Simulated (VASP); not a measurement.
The system is F.

```xyz
4
Lattice="2.7500 -1.6400 0.0000 2.7500 1.6400 0.0000 -1.5347 0.0000 7.1164" Properties=species:S:1:pos:R:3 pbc="T T T"
F     4.1645   -0.6002    0.7095
F     0.5682   -0.6002    2.8487
F    -0.1992    0.6002    6.4069
F     3.3971    0.6002    4.2677
```

* Program: VASP 6.6.1
* Task: relaxation of cell and atoms
* Functional: revPBE
* Potentials or basis: VASP PAW PBE potentials, release 64 (F)
* Cutoff: 600 eV
* k mesh: 6 × 6 × 3
* Occupations: fermi-dirac, width 0.05 eV
* Spin: no spin polarisation

At the start: pressure -2.2 GPa; volume 16.05 Å³/atom.

**Question.** How do energy, volume and symmetry change on relaxing?

**Answer.** Over 27 steps the energy falls by 47.4 meV/atom and the volume is 20.49 Å³/atom (+27.7 %); space group C2/c (No. 15, to 0.05 Å).

Step by step:
```tsv
step	energy change (eV)	largest force (eV/Å)	pressure (GPa)	volume (Å³)
1	0.0000	1.5832	-2.22	64.19
2	0.9442	8.0438	19.52	62.09
3	-0.0911	0.0907	1.57	63.60
4	-0.0911	0.0537	1.66	63.59
5	-0.1045	0.0361	1.53	64.85
6	-0.1382	0.0420	1.29	68.72
7	-0.1794	0.2196	0.90	76.90
8	-0.0899	0.7601	-0.83	95.15
9	-0.1810	0.4272	1.05	79.29
10	-0.1879	0.0165	0.07	80.76
11	-0.1880	0.0363	0.04	80.83
12	-0.1880	0.0460	0.02	80.87
13	-0.1880	0.0466	0.00	80.99
14	-0.1882	0.0485	-0.05	81.35
15	-0.1883	0.0523	-0.12	82.08
16	-0.1882	0.0731	0.10	82.15
17	-0.1884	0.0082	-0.03	82.11
18	-0.1884	0.0082	-0.02	82.10
19	-0.1887	0.0089	-0.02	82.06
20	-0.1890	0.0129	-0.01	81.99
21	-0.1894	0.0245	0.00	81.83
22	-0.1891	0.0517	0.02	81.51
23	-0.1895	0.0302	0.02	81.73
24	-0.1895	0.0419	0.15	81.72
25	-0.1895	0.0076	0.07	81.73
26	-0.1895	0.0067	0.09	81.79
27	-0.1896	0.0076	0.05	81.98
```

Final structure:
```xyz
4
Lattice="2.9954 -1.7917 0.0012 2.9954 1.7917 0.0012 -1.6690 0.0000 7.6367" Properties=species:S:1:pos:R:3 pbc="T T T"
F     4.5082   -0.6878    0.6864
F     0.6480   -0.6878    3.1343
F    -0.1864    0.6878    6.9527
F     3.6737    0.6878    4.5048
```

Caveat: the volume moved by over 15 % at a fixed basis, so the end points are rough; the PAW data sets were made with another functional, which shifts forces and pressure a little; the volume moved by +28 % from the deposited cell, more than functionals usually miss.
